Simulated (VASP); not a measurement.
Write the native input for VASP 6.6.1 that does the following.

```
Task                   : single point
Functional             : PBE
Potentials or basis    : VASP PAW PBE potentials, release 64 (Pt)
Cutoff                 : 520 eV
k mesh                 : 22 × 22 × 22
Occupations            : fermi-dirac, width 0.1 eV
Spin                   : no spin polarisation
Dipole correction      : no
Further INCAR settings : ALGO = Normal; EDIFF = 1e-07; NBANDS = 11
```

The structure of Pt lies in POSCAR:

```
Pt
1.0
    0.0000000000      1.9589405413      1.9589405413
    1.9589405413      0.0000000000      1.9589405413
    1.9589405413      1.9589405413      0.0000000000
Pt
1
Direct
    0.0000000000      0.0000000000      0.0000000000
```

This cell differs from its parent crystal: volume scaled by 0.96.

These files were run (other wordings do the same):

INCAR

```
SYSTEM = Pt
  ALGO = Normal
  EDIFF = 1E-7
  ENCUT = 520
  GGA = PE
  ISIF = 2
  ISMEAR = -1
  LASPH = .True.
  LCHARG = .False.
  LREAL = .False.
  LWAVE = .False.
  NBANDS = 11
  NELM = 80
  PREC = Accurate
  SIGMA = 0.1
```

KPOINTS

```
k-points
0
Gamma
  22 22 22
  0 0 0
```

Potentials or basis: VASP PAW PBE potentials, release 64 (Pt).

Launch:

```bash
$ cat potpaw_PBE.64/Pt/POTCAR > POTCAR
$ mpirun -np 1 vasp_std > vasp.out
```

Results of the run:

```json
{
 "Pressure": "10.8 GPa",
 "Band gap on the k mesh": "zero (band 5 reaches 11.83 eV, above the bottom of band 6 at 9.58 eV)"
}
```

Caveat: spin-orbit coupling is left out, which moves the levels of the heavy elements.

It took 2 min on 1 thread of AMD EPYC 7R13 (shared host), peak memory 0.16 GiB.
